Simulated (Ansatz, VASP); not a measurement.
## Two plane-wave programs on Sc

```xyz
1
Lattice="-1.7075 1.7075 1.7075 1.7075 -1.7075 1.7075 1.7075 1.7075 -1.7075" Properties=species:S:1:pos:R:3 pbc="T T T"
Sc    0.0000    0.0000    0.0000
```

Alike in both runs: task single point; functional PBE; k mesh 16 × 16 × 16; no spin polarisation.

```csv
,VASP,Ansatz
version,VASP 6.6.1,Ansatz 0.2.0
potentials or method,"VASP PAW PBE potentials, release 64 (Sc_sv)","PAW with Ansatz's default frozen-core files, scalar-relativistic"
plane-wave cutoff (eV),520,420
occupations,tetrahedron,tetrahedron-uncorrected
valence electrons in the cell,11,11
```

```tsv
	VASP	Ansatz	Ansatz less VASP
gap on the k mesh at the Fermi level (eV)	none	none	-
pressure (GPa)	16.8	16.7	-0.13
```

A gap of «none» marks a metal or a gap that the smearing closes. Ansatz's warnings: band table not solved further.
